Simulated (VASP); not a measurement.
Wanted: the native input for a VASP 6.6.1 run.

```yaml
Task: single point
Functional: LDA
Potentials_or_basis: VASP PAW LDA potentials, release 64 (V_sv)
Cutoff: 520 eV
k_mesh: 16 × 16 × 8
Occupations: fermi-dirac, width 0.1 eV
Spin: no spin polarisation
Dipole_correction: no
Further_INCAR_settings: ALGO = Normal; EDIFF = 1e-06; NBANDS = 20
```

The structure of V lies in POSCAR:

```
V
1.0
    2.6043614761      0.0000000000      0.0000000000
   -1.3021807380      2.2554431989      0.0000000000
    0.0000000000      0.0000000000      4.7450288422
V
2
Direct
    0.3333333333      0.6666666667      0.2500000000
    0.6666666667      0.3333333333      0.7500000000
```

This cell differs from its parent crystal: volume scaled by 1.08.

One way to write it, as run:

INCAR

```
ALGO     = Normal         # electronic algorithm
EDIFF    = 1E-6           # SCF threshold, eV
ENCUT    = 520            # plane-wave cutoff, eV
ISIF     = 2              # what is computed and relaxed
ISMEAR   = -1             # smearing method
LASPH    = T              # aspherical terms in the spheres
LCHARG   = F              # write CHGCAR
LREAL    = F              # projectors in reciprocal space
LWAVE    = F              # write WAVECAR
NBANDS   = 20             # bands
NELM     = 100            # most SCF steps
PREC     = Accurate       # precision mode
SIGMA    = 0.1            # smearing width, eV
```

KPOINTS

```
k-points
0
Gamma
  16 16 8
```

Potentials or basis: VASP PAW LDA potentials, release 64 (V_sv).

The run is started by

```sh
$ cat potpaw_LDA.64/V_sv/POTCAR > POTCAR
$ mpirun -np 1 vasp_std > vasp.out
```

Results of the run:

```
Pressure               : -12.7 GPa
Band gap on the k mesh : zero (band 13 reaches 11.01 eV, above the bottom of band 14 at 8.83 eV)
```

It took 33 s on 1 thread of Intel(R) Xeon(R) 6975P-C (Granite Rapids), on a shared host, peak memory 0.17 GiB.
